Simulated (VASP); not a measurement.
# Rb (P1) in VASP: single point with PBE+D3(BJ)

Aim: the single point of Rb with PBE+D3(BJ).

Everything below comes from runs of VASP 6.6.1. Logs are shortened: lines on timing, memory, paths and dates and some standing lists are left out, and cuts for length are marked.

**1. The cell of the first run**

The typed cell holds 4 atoms: a = 4.952 Å, b = 8.099 Å, c = 8.578 Å, α = 90.00°, β = 90.00°, γ = 90.00°.

**2. Single point, PBE+D3(BJ) (atoms moved at random)**

Input file INCAR:

```
PREC     = Accurate       # precision mode
ENCUT    = 520            # plane-wave cutoff, eV
EDIFF    = 1E-7           # SCF threshold, eV
ISMEAR   = 0              # smearing method
SIGMA    = 0.15           # smearing width, eV
LREAL    = False          # projectors in reciprocal space
LASPH    = True           # aspherical terms in the spheres
NELM     = 80             # most SCF steps
ALGO     = Fast           # electronic algorithm
ISIF     = 2              # what is computed and relaxed
LWAVE    = False          # write WAVECAR
LCHARG   = False          # write CHGCAR
GGA      = PE             # functional
IVDW     = 12             # dispersion correction
NBANDS   = 26             # bands
```

Input file KPOINTS:

```
regular mesh
0
Gamma
  8 4 4
```

Input file POSCAR:

```
Rb
1.0
   -4.9523827113      0.0000000000      0.0000000000
    0.0000000000      0.0000000000     -8.0990821851
    0.0000000000     -8.5777784745      0.0000000000
Rb
4
Direct
    0.4715335117      0.7531937645      0.1692617151
    0.0129769792      0.7370974409      0.6810969962
    1.0043988782      0.2552874227      0.3165439047
    0.5110906309      0.2544213719      0.8330973840
```

Potentials or basis: VASP PAW PBE potentials, release 64 (Rb_sv).

On the command line:

```bash
> cat potpaw_PBE.64/Rb_sv/POTCAR > POTCAR
> mpirun -np 1 vasp_std > vasp.out
```

OUTCAR:

```text
PREC = Accurate
   ENCUT = 520
   EDIFF = 1E-7
   ISMEAR = 0
   LREAL = False
   LASPH = True
   NELM = 80
   ISIF = 2
   GGA = PE
   IVDW = 12
 IVDW          = 12

 ion  position               nearest neighbor table
   1  0.472  0.753  0.169-   2 4.77   3 4.82   3 4.85   2 4.94   4 4.97   2 4.97   3 4.98   4 4.98
                             3 5.01   2 5.15
   2  0.013  0.737  0.681-   1 4.77   4 4.80   4 4.81   1 4.94   1 4.97   3 5.00   4 5.03   4 5.04
                             1 5.15   3 5.23
   3  0.004  0.255  0.317-   4 4.81   1 4.82   1 4.85   4 4.85   1 4.98   2 5.00   1 5.01   4 5.06
                             4 5.09   2 5.23
   4  0.511  0.254  0.833-   2 4.80   2 4.81   3 4.81   3 4.85   1 4.97   1 4.98   2 5.03   2 5.04
                             3 5.06   3 5.09

  LATTYP: Found a simple orthorhombic cell.
 ALAT       =     4.9523827113
 B/A-ratio  =     1.6353910142
 C/A-ratio  =     1.7320508076

  Lattice vectors:

 A1 = (  -4.9523827113,   0.0000000000,   0.0000000000)
 A2 = (   0.0000000000,   0.0000000000,  -8.0990821851)
 A3 = (   0.0000000000,  -8.5777784745,   0.0000000000)

Analysis of symmetry for initial positions (statically):
=====================================================================
 Subroutine PRICEL returns:
 Original cell was already a primitive cell.

 Routine SETGRP: Setting up the symmetry group for a
 simple orthorhombic supercell.

 Subroutine GETGRP returns: Found  1 space group operations
 (whereof  1 operations were pure point group operations)
 out of a pool of  8 trial point group operations.

The static configuration has the point symmetry C_1 .

Analysis of symmetry for dynamics (positions and initial velocities):
=====================================================================
 Subroutine PRICEL returns:
 Original cell was already a primitive cell.

 Routine SETGRP: Setting up the symmetry group for a
 simple orthorhombic supercell.

 Subroutine GETGRP returns: Found  1 space group operations
 (whereof  1 operations were pure point group operations)
 out of a pool of  8 trial point group operations.

The dynamic configuration has the point symmetry C_1 .

 Subroutine INISYM returns: Found  1 space group operations
 (whereof  1 operations are pure point group operations),
 and found     1 'primitive' translations

----------------------------------------------------------------------------------------

                                     Primitive cell

  volume of cell :     344.0526

  direct lattice vectors                    reciprocal lattice vectors
    -4.952382711  0.000000000  0.000000000    -0.201923005  0.000000000  0.000000000
     0.000000000  0.000000000 -8.099082185     0.000000000  0.000000000 -0.123470781
     0.000000000 -8.577778475  0.000000000     0.000000000 -0.116580301  0.000000000

  length of vectors
     4.952382711  8.099082185  8.577778475     0.201923005  0.123470781  0.116580301

  position of ions in fractional coordinates (direct lattice)
     0.471533512  0.753193764  0.169261715
     0.012976979  0.737097441  0.681096996
     0.004398878  0.255287423  0.316543905
     0.511090631  0.254421372  0.833097384

  ion indices of the primitive-cell ions
   primitive index   ion index
                 1           1
                 2           2
                 3           3
                 4           4

----------------------------------------------------------------------------------------

 KPOINTS: regular mesh

Automatic generation of k-mesh.
 Grid dimensions read from file:
 generate k-points for:    8    4    4

 Generating k-lattice:

  Cartesian coordinates                     Fractional coordinates (reciprocal lattice)
    -0.025240376  0.000000000  0.000000000     0.125000000  0.000000000  0.000000000
     0.000000000  0.000000000 -0.030867695     0.000000000  0.250000000  0.000000000
     0.000000000 -0.029145075  0.000000000     0.000000000  0.000000000  0.250000000

  Length of vectors
     0.025240376  0.030867695  0.029145075

  Shift w.r.t. Gamma in fractional coordinates (k-lattice)
     0.000000000  0.000000000  0.000000000

 Subroutine IBZKPT returns following result:
 ===========================================

 Found     68 irreducible k-points:

 Following reciprocal coordinates:
            Coordinates               Weight
  0.000000  0.000000  0.000000      1.000000
  0.125000  0.000000  0.000000      2.000000
  0.250000  0.000000  0.000000      2.000000
  0.375000  0.000000  0.000000      2.000000
  0.500000  0.000000  0.000000      1.000000
  0.000000  0.250000  0.000000      2.000000
[... 16 lines left out ...]
  0.250000  0.000000 -0.250000      2.000000
  0.375000  0.000000  0.250000      2.000000
 [... further k-points ...]
   k-points           NKPTS =     68   k-points in BZ     NKDIM =     68   number of bands    NBANDS=     26
   number of dos      NEDOS =    301   number of ions     NIONS =      4
   total plane-waves  NPLWV = 153600
   dimension x,y,z NGX =    40 NGY =   60 NGZ =   64
   dimension x,y,z NGXF=    80 NGYF=  120 NGZF=  128
   ions per type =               4
   NGX,Y,Z   is equivalent  to a cutoff of  13.43, 12.32, 12.40 a.u.
   NGXF,Y,Z  is equivalent  to a cutoff of  26.86, 24.63, 24.81 a.u.
 SYSTEM =  unknown system
   PREC   = accura    normal or accurate (medium, high low for compatibility)
   ISTART =      0    job   : 0-new  1-cont  2-samecut
   ICHARG =      2    charge: 1-file 2-atom 10-const
   ISPIN  =      1    spin polarized calculation?
   LNONCOLLINEAR =      F non collinear calculations
   LSORBIT =      F    spin-orbit coupling
   LASPH  =      T    aspherical Exc in radial PAW
   ENCUT  =  520.0 eV  38.22 Ry    6.18 a.u.   9.21 15.06 15.95*2*pi/ulx,y,z
   NELM   =     80;   NELMIN=  2; NELMDL= -5     # of ELM steps
   EDIFF  = 0.1E-06   stopping-criterion for ELM
   LREAL  =      F    real-space projection
   EDIFFG = 0.1E-05   stopping-criterion for IOM
   NSW    =      0    number of steps for IOM
   IBRION =     -1    ionic relax: 0-MD 1-quasi-New 2-CG
   NFREE  =      0    steps in history (QN), initial steepest desc. (CG)
   ISIF   =      2    stress and relaxation
   ISYM   =      2    0-nonsym 1-usesym 2-fastsym
   POTIM  = 0.5000    time-step for ionic-motion
   TEBEG  =    0.0;   TEEND  =   0.0 temperature during run
   PSTRESS=    0.0 pullay stress
   NELECT =      36.0000    total number of electrons
   NUPDOWN=      -1.0000    fix difference up-down
   EMIN   =  10.00;   EMAX   =-10.00  energy-range for DOS
   EFERMI =   0.00;   METHOD = LEGACY
   ISMEAR =     0;   SIGMA  =   0.15  broadening in eV -4-tet -1-fermi 0-gaus
   EFERMI_NEDOS =   21; number of points for ismear=-14 and -15
   IALGO  =     68    algorithm
   IMIX   =      4    mixing-type and parameters
     AMIX     =   0.40;   BMIX     =  1.00
     AMIX_MAG =   1.60;   BMIX_MAG =  1.00
  volume/ion in A,a.u.               =      86.01       580.45
  Fermi-wavevector in a.u.,A,eV,Ry     =   0.771437  1.457805  8.097041  0.595116
  Thomas-Fermi vector in A             =   1.872855
   LORBIT       =      0    0 simple, 1 ext, 2 COOP (PROOUT), +10 PAW based schemes
   GGA     = PE    functional components
   LHFCALC =     F    Hartree Fock is set to
   AEXX    =    0.0000 exact exchange contribution
   IVDW    =    12    specifies the selected vdW correction
   LEPSILON=     F    determine dielectric tensor
   LRPA    =     F    only Hartree local field effects (RPA)
 non-spin polarized calculation
 RMM-DIIS sequential band-by-band and
 Gauss-broadening in eV      SIGMA  =   0.15
  energy-cutoff  :      520.00
  volume of cell :      344.05
 maximum number of plane-waves:      9312
 NGX is ok and might be reduce to    40
   NGX = 19   NGY = 31   NGZ = 31

 number of electron      36.0000000 magnetization

 Free energy of the ion-electron system (eV)
  ---------------------------------------------------
  ext. energy  EPLUGINS =         0.00000000
  ---------------------------------------------------
  free energy    TOTEN  =        -3.74846802 eV

  energy without entropy =       -3.71060412  energy(sigma->0) =       -3.72953607

 E-fermi :   0.1386     XC(G=0):  -5.6016

 val. band max:        0.1306247321   @ k =   0.0000   0.2500   0.5000
 cond. band min:       0.1593172909   @ k =   0.3750   0.5000   0.5000
 fundamental gap:      0.0286925589
 Fermi energy:         0.1385652590

 k-point     1 :       0.0000    0.0000    0.0000
  band No.  band energies     occupation
      1     -28.7335      2.00000
      2     -28.7299      2.00000
      3     -28.7196      2.00000
      4     -28.7187      2.00000
      5     -12.8837      2.00000
      6     -12.8732      2.00000
[... 18 lines left out ...]
     25       2.7265      0.00000
     26       3.6023      0.00000

 k-point     2 :       0.1250    0.0000    0.0000
  band No.  band energies     occupation
      1     -28.7331      2.00000
      2     -28.7296      2.00000
      3     -28.7195      2.00000
      4     -28.7185      2.00000
      5     -12.8791      2.00000
      6     -12.8692      2.00000
[... 18 lines left out ...]
     25       2.7578      0.00000
     26       3.1724      0.00000

 k-point     3 :       0.2500    0.0000    0.0000
  band No.  band energies     occupation
      1     -28.7323      2.00000
      2     -28.7289      2.00000
      3     -28.7192      2.00000
      4     -28.7179      2.00000
      5     -12.8667      2.00000
      6     -12.8592      2.00000
[... 572 lines left out ...]
 k-point    23 :       0.2500    0.0000   -0.2500
  band No.  band energies     occupation
      1     -28.7321      2.00000
      2     -28.7289      2.00000
      3     -28.7194      2.00000
      4     -28.7179      2.00000
      5     -12.8619      2.00000
      6     -12.8553      2.00000
[... 18 lines left out ...]
     25       2.4082      0.00000
     26       2.8078      0.00000

 k-point    24 :       0.3750    0.0000    0.2500
  band No.  band energies     occupation
      1     -28.7313      2.00000
      2     -28.7282      2.00000
      3     -28.7190      2.00000
      4     -28.7174      2.00000
      5     -12.8642      2.00000
      6     -12.8560      2.00000
[... 18 lines left out ...]
     25       2.2700      0.00000
     26       2.7039      0.00000

 [... further k-points ...]

------------------------ aborting loop because EDIFF is reached ----------------------------------------

 Edisp (eV)   -0.42803

 E8    (eV) :    -0.2448

  FORCE on cell =-STRESS in cart. coord.  units (eV):
  Direction    XX          YY          ZZ          XY          YZ          ZX
  --------------------------------------------------------------------------------------
  -------------------------------------------------------------------------------------
  Total       0.13102    -0.10724     0.03650    -0.02048    -0.00766     0.00389
  in kB       0.61015    -0.49939     0.16996    -0.09535    -0.03566     0.01811
  external pressure =        0.09 kB  Pullay stress =        0.00 kB

 VOLUME and BASIS-vectors are now :
 -----------------------------------------------------------------------------
  energy-cutoff  :      520.00
  volume of cell :      344.05
      direct lattice vectors                 reciprocal lattice vectors
    -4.952382711  0.000000000  0.000000000    -0.201923005  0.000000000  0.000000000
     0.000000000  0.000000000 -8.099082185     0.000000000  0.000000000 -0.123470781
     0.000000000 -8.577778475  0.000000000     0.000000000 -0.116580301  0.000000000

 POSITION                                       TOTAL-FORCE (eV/Angst)
 -----------------------------------------------------------------------------------
     -2.33521     -1.45189     -6.10018        -0.030395     -0.029558     -0.009485
     -0.06427     -5.84230     -5.96981         0.020030      0.048260     -0.056012
     -0.02178     -2.71524     -2.06759         0.014849     -0.061566      0.017699
     -2.53112     -7.14612     -2.06058        -0.004484      0.042863      0.047798
 -----------------------------------------------------------------------------------
    total drift:                               -0.000034      0.000024     -0.000018

  FREE ENERGIE OF THE ION-ELECTRON SYSTEM (eV)
  ---------------------------------------------------
  free  energy   TOTEN  =        -4.1764958921 eV

  energy  without entropy=       -4.1386319923  energy(sigma->0) =       -4.15756394
```

Wall time 6.6 min (1 thread of Intel Xeon 6975P-C (Granite Rapids), shared host); peak memory 0.67 GiB.

What came out:

```yaml
Free_energy: -4.1765 eV
Pressure: 0.0 GPa
Largest_force: 0.077 eV/Å
Band_gap_on_the_k_mesh: zero (bands 18 and 19 overlap by 1.27 eV)
Dispersion_energy_per_atom: -0.107 eV
```

Forces on the atoms (eV/Å):
```
Rb  -0.030 -0.030 -0.009
Rb   0.020  0.048 -0.056
Rb   0.015 -0.062  0.018
Rb  -0.004  0.043  0.048
```

Levels at points of the mesh, in eV from the Fermi level:
```
           k point  band 15  band 16  band 17  band 18  band 19  band 20  band 21  band 22
(0.00, 0.00, 0.00)   -12.90   -12.90    -2.04     0.02     0.13     0.35     0.69     1.23
(0.50, 0.00, 0.00)   -12.93   -12.93    -0.31    -0.27     1.21     1.25     1.27     1.33
(0.00, 0.50, 0.00)   -12.91   -12.91    -1.37    -1.32     0.41     0.42     0.93     0.94
(0.50, 0.50, 0.00)   -12.92   -12.92     0.21     0.22     0.26     0.27     1.50     1.55
(0.00, 0.00, 0.50)   -12.91   -12.91    -1.45    -1.38     0.74     0.80     0.85     0.89
(0.50, 0.00, 0.50)   -12.92   -12.92     0.03     0.09     0.29     0.34     1.27     1.35
(0.00, 0.50, 0.50)   -12.92   -12.92    -0.81    -0.78    -0.76    -0.70     2.09     2.11
(0.50, 0.50, 0.50)   -12.93   -12.93     0.38     0.39     0.40     0.40     0.96     0.96
```

Caveat: the cell differs from its parent crystal (atoms moved at random).

The gap in the log of VASP goes by the Fermi energy; the results here count the filled bands.